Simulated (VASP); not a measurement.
Write the native input for VASP 6.6.1 that does the following.

```yaml
Task: single point
Functional: PBE
Potentials_or_basis: VASP PAW PBE potentials, release 64 (Li_sv, O)
Cutoff: 650 eV
k_mesh: 8 × 8 × 8
Occupations: gaussian, width 0.02 eV
Spin: no spin polarisation
Dipole_correction: no
k_mesh_for_the_DOS: 12 × 12 × 12
Occupations_for_the_DOS: tetrahedron
Further_INCAR_settings: ALGO = Normal; EDIFF = 1e-06; NBANDS = 13
```

Li2O:

```
Li O
1.0
     0.00000    2.31319    2.31319
     2.31319    0.00000    2.31319
     2.31319    2.31319    0.00000
Li O
2 1
Direct
  0.75000 0.75000 0.75000
  0.25000 0.25000 0.25000
  0.50000 0.50000 0.50000
```

The input as run:

POSCAR

```
Li2O
1.0
    0.0000000000      2.3131900688      2.3131900688
    2.3131900688      0.0000000000      2.3131900688
    2.3131900688      2.3131900688      0.0000000000
Li O
2 1
Direct
    0.7500000000      0.7500000000      0.7500000000
    0.2500000000      0.2500000000      0.2500000000
    0.5000000000      0.5000000000      0.5000000000
```

INCAR.step1

```
ALGO = Normal ; EDIFF = 1E-6
ENCUT = 650 ; GGA = PE
GGA_COMPAT = F ; ISIF = 2
ISMEAR = 0 ; LASPH = T
LCHARG = T ; LORBIT = 11
LREAL = F ; LWAVE = F
NBANDS = 13 ; NEDOS = 2001
NELM = 120 ; PREC = Accurate
SIGMA = 0.02
```

KPOINTS.step1

```
k-points
0
Gamma
  8 8 8
```

INCAR.step2

```
ALGO = Normal ; EDIFF = 1E-6
ENCUT = 650 ; GGA = PE
GGA_COMPAT = F ; ICHARG = 11
ISIF = 2 ; ISMEAR = -5
LASPH = T ; LCHARG = F
LORBIT = 10 ; LREAL = F
LWAVE = F ; NBANDS = 13
NEDOS = 1001 ; NELM = 120
PREC = Accurate ; SIGMA = 0.02
```

KPOINTS.step2

```
k-points
0
Gamma
  12 12 12
```

Potentials or basis: VASP PAW PBE potentials, release 64 (Li_sv, O).

Run with:

```bash
$ cat potpaw_PBE.64/Li_sv/POTCAR potpaw_PBE.64/O/POTCAR > POTCAR
$ cp INCAR.step1 INCAR
$ cp KPOINTS.step1 KPOINTS
$ mpirun -np 1 vasp_std > vasp.out
$ cp INCAR.step2 INCAR
$ cp KPOINTS.step2 KPOINTS
$ mpirun -np 1 vasp_std > vasp.out
```

Results of the run:

The valence electrons inside the program's atomic spheres are Li 2.12; O 5.03.

It took 15 s on 1 thread of Intel(R) Xeon(R) 6975P-C (Granite Rapids), with other jobs on the host, peak memory 0.15 GiB.
